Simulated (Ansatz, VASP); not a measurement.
**Sr2C in VASP and in Ansatz**

```
C Sr
1.0
     0.00000    3.36014    3.36014
     3.36014    0.00000    3.36014
     3.36014    3.36014    0.00000
C Sr
1 2
Direct
  0.00000 0.00000 0.00000
  0.25000 0.25000 0.25000
  0.75000 0.75000 0.75000
```

Alike in both runs: task single point; functional PBEsol; k mesh 3 × 3 × 3; occupations fermi-dirac, width 0.02 eV; no spin polarisation.

|  | VASP | Ansatz |
| --- | --- | --- |
| version | VASP 6.6.1 | Ansatz 0.2.0 |
| potentials or method | VASP PAW PBE potentials, release 64 (C, Sr_sv) | plane waves |
| plane-wave cutoff (eV) | 520 | 420 |
| valence electrons in the cell | 24 | 24 |

```tsv
	VASP	Ansatz	Ansatz less VASP
pressure (GPa)	-1.0	-1.3	-0.25
```

VASP's potentials were made for PBE, not for PBEsol.

The k mesh is coarse, so the values compare programs but aren't converged.
